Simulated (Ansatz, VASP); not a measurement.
Two plane-wave programs on InSbO4

```
CELL_PARAMETERS angstrom
-3.42018 3.42018 3.66584
3.42018 -3.42018 3.66584
3.42018 3.42018 -3.66584
ATOMIC_POSITIONS crystal
In 0.00000 0.00000 0.00000
Sb 0.50000 0.50000 0.00000
O 0.75000 0.25000 0.50000
O 0.25000 0.75000 0.50000
O 0.50000 0.00000 0.50000
O 0.00000 0.50000 0.50000
```

Alike in both runs: task single point; functional PBE; k mesh 4 × 4 × 4; occupations gaussian, width 0.1 eV; no spin polarisation.

|  | VASP | Ansatz |
| --- | --- | --- |
| version | VASP 6.6.1 | Ansatz 0.2.0 |
| potentials or method | VASP PAW PBE potentials, release 64 (In_d, Sb, O), cutoff 520 eV | scalar-relativistic, plane waves, PAW |
| valence electrons in the cell | 42 | 52 |

|  | VASP | Ansatz | Ansatz less VASP |
| --- | --- | --- | --- |
| gap on the k mesh at the Fermi level (eV) | none | none | - |
| pressure (GPa) | -7.9 | -7.8 | +0.07 |
| traceless stress, the component that is largest in VASP (GPa) | -3.35 | -3.36 | -0.008 |

A gap of «none» marks a metal or a gap that the smearing closes. VASP's potentials hold 42 valence electrons a cell and Ansatz's 52, so a difference there can come from the potentials and not from the codes.

Spin-orbit coupling is off throughout.
